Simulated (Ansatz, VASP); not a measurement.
**One calculation of P, two programs**

```
P
1.0
     1.65500   -5.25000    0.00000
     1.65500    5.25000    0.00000
     0.00000    0.00000    4.38000
P
4
Direct
  0.09800 0.90200 0.91000
  0.59800 0.40200 0.59000
  0.90200 0.09800 0.09000
  0.40200 0.59800 0.41000
```

Alike in both runs: task single point; functional PBE; k mesh 10 × 10 × 8; occupations fermi-dirac, width 0.03 eV; no spin polarisation.

|  | VASP | Ansatz |
| --- | --- | --- |
| version | VASP 6.6.1 | Ansatz 0.2.0 |
| potentials or method | VASP PAW PBE potentials, release 64 (P), cutoff 520 eV | all-electron LAPW, scalar-relativistic |

```csv
,VASP,Ansatz,Ansatz less VASP
pressure (GPa),5.9,6.3,+0.41
"traceless stress, the component that is largest in VASP (GPa)",-1.63,-1.53,+0.094
rms of the force components (eV/Å),0.553,0.582,+0.0291
```

Atom by atom the forces differ by 0.030 eV/Å (rms over components). Ansatz ran all-electron here, and VASP with PAW potentials.
